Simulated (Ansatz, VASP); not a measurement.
# Rh in VASP and in Ansatz

```
Rh
1.0
     0.00000    2.64786    2.64786
     2.64786    0.00000    2.64786
     2.64786    2.64786    0.00000
Rh
2
Direct
  0.12500 0.12500 0.12500
  0.87500 0.87500 0.87500
```

Alike in both runs: task relaxation of cell and atoms; functional r2SCAN; k mesh 10 × 10 × 10; occupations fermi-dirac, width 0.1 eV; no spin polarisation.

```csv
,VASP,Ansatz
version,VASP 6.6.1,Ansatz 0.2.0
potentials or method,"VASP PAW PBE potentials, release 64 (Rh_pv), cutoff 600 eV","plane waves (500 eV) with PAW, scalar-relativistic"
valence electrons in the cell,30,34
```

```csv
,VASP,Ansatz,Ansatz less VASP
relaxed volume (Å³/atom),20.47,20.40,-0.075
relaxed cell length with the largest relative difference (Å),3.869,3.864,-0.0047
```

VASP's potentials were made for PBE, not for r2SCAN. VASP's potentials hold 30 valence electrons a cell and Ansatz's 34, so a difference there can come from the potentials and not from the codes.
